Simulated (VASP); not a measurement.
A run of VASP 6.6.1:

INCAR

```
SYSTEM = SiGeW3
  PREC = Accurate
  ENCUT = 520
  EDIFF = 1E-7
  ISMEAR = 0
  SIGMA = 0.1
  LREAL = .False.
  LASPH = .True.
  NELM = 60
  ALGO = Fast
  ISIF = 2
  LWAVE = .False.
  LCHARG = .True.
  GGA = PE
  LELF = .True.
  LVHAR = .True.
  NBANDS = 38
```

KPOINTS

```
Automatic mesh
0
Gamma
  8 8 8
  0 0 0
```

File POSCAR:

```
SiGeW3
1.0
    4.5306203890      0.0000000000      0.0000000000
    0.0000000000      4.5306203890      0.0000000000
    0.0000000000      0.0000000000      4.4420549000
Si Ge W
1 1 3
Direct
    0.5000000000      0.5000000000      0.0000000000
    0.5000000000      0.5000000000      0.5000000000
    0.5000000000      0.0000000000      0.0000000000
    0.0000000000      0.5000000000      0.0000000000
    0.0000000000      0.0000000000      0.5000000000
```

Potentials or basis: VASP PAW PBE potentials, release 64 (Si, Ge_d, W_sv).

Run with:

```console
$ cat potpaw_PBE.64/Si/POTCAR potpaw_PBE.64/Ge_d/POTCAR potpaw_PBE.64/W_sv/POTCAR > POTCAR
$ mpirun -np 1 vasp_std > vasp.out
```

Hardware: 1 thread of Intel Xeon 6975P-C, with other jobs on the host.

**Question.** Estimate the wall time of this run.

**Answer.** Run time: 11 min on 1 thread of Intel Xeon 6975P-C, on a shared host, peak memory 0.37 GiB. Counts: scf iterations 38, k points 75.
